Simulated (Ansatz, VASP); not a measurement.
**Two plane-wave programs on GaP**

Contents of INCAR:

```
ALGO = Normal
EDIFF = 1E-8
ENCUT = 520
ISIF = 2
ISMEAR = -1
LASPH = T
LCHARG = F
LEFG = T
LREAL = F
LWAVE = F
NBANDS = 16
NELM = 80
PREC = Accurate
SIGMA = 0.05
```

The input KPOINTS:

```
k-points
0
Gamma
  10 10 10
```

File POSCAR:

```
GaP
1.0
    0.0000000000      2.7525025000      2.7252500000
    2.7525025000      0.0000000000      2.7252500000
    2.7525025000      2.7525025000      0.0000000000
Ga P
1 1
Direct
    0.0000000000      0.0000000000      0.0000000000
    0.7500000000      0.7500000000      0.7500000000
```

Input for Ansatz:

```yaml
crystal:
  lattice:
    - [0.0, 2.7525025, 2.72525]
    - [2.7525025, 0.0, 2.72525]
    - [2.7525025, 2.7525025, 0.0]
  atoms:
    - { symbol: Ga, position: [0.0, 0.0, 0.0] }
    - { symbol: P, position: [0.75, 0.75, 0.75] }
kpoints:
  mp_grid: { grid: [10, 10, 10] }
scf:
  occupations: { method: fermi_dirac, width: 0.05 }
hamiltonian:
  xc: lda
  pseudopotentials: { kind: paw }
output:
  forces: true
  stress: true
  eigenvalues: true
  efg: { contact_densities: true }
```

Change from the starting cell: equal xx and yy strain of +1 %, PAW files.

Alike in both runs: task electric field gradients; functional LDA; k mesh 10 × 10 × 10; occupations fermi-dirac, width 0.05 eV; no spin polarisation.

```csv
,VASP,Ansatz
version,VASP 6.6.1,Ansatz 0.2.0
potentials or method,"VASP PAW LDA potentials, release 64 (Ga_d, P)","PAW with Ansatz's default frozen-core files, scalar-relativistic"
plane-wave cutoff (eV),520,420
valence electrons in the cell,18,18
```

```csv
,VASP,Ansatz,Ansatz less VASP
pressure (GPa),-4.1,-4.2,-0.10
"traceless stress, the component that is largest in VASP (GPa)",0.50,0.50,+0.001
size of Vzz on the site where it differs most (V/Å²),1.7,2.0,+0.24
```

LDA's correlation is that of Perdew and Zunger in VASP and of Perdew and Wang (1992) in Ansatz.
